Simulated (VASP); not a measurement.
Input of a VASP 6.6.1 run:

File INCAR:

```
SYSTEM = MgS
  PREC = Accurate
  ENCUT = 520
  EDIFF = 1E-7
  ISMEAR = 0
  SIGMA = 0.05
  LREAL = .False.
  LASPH = .True.
  NELM = 80
  ALGO = Normal
  ISIF = 2
  LWAVE = .False.
  LCHARG = .True.
  GGA = PE
  LELF = .True.
  LVHAR = .True.
  NBANDS = 11
```

KPOINTS

```
regular mesh
0
Gamma
  8 8 8
  0 0 0
```

The input POSCAR:

```
MgS
1.0
    0.0000000000      2.7057160000      2.8097820000
    2.7057160000      0.0000000000      2.8097820000
    2.7057160000      2.7057160000      0.0000000000
Mg S
1 1
Direct
    0.0000000000      0.0000000000      0.0000000000
    0.5000000000      0.5000000000      0.5000000000
```

Potentials or basis: VASP PAW PBE potentials, release 64 (Mg, S).

Command:

```console
$ cat potpaw_PBE.64/Mg/POTCAR potpaw_PBE.64/S/POTCAR > POTCAR
$ mpirun -np 1 vasp_std > vasp.out
```

**Question.** What does it give for the pressure?

**Answer.** -7.9 GPa.

**Question.** Predict the band gap on the k mesh.

**Answer.** 2.29 eV, indirect (least direct gap 2.51 eV).

Stress tensor (GPa, compression positive):
```
-7.48  0.00  0.00
 0.00 -7.48  0.00
 0.00  0.00 -8.65
```

Caveat: the cell differs from its parent crystal (strain +0.040 along x and y, +0.080 along z). A k mesh can miss the band edges.
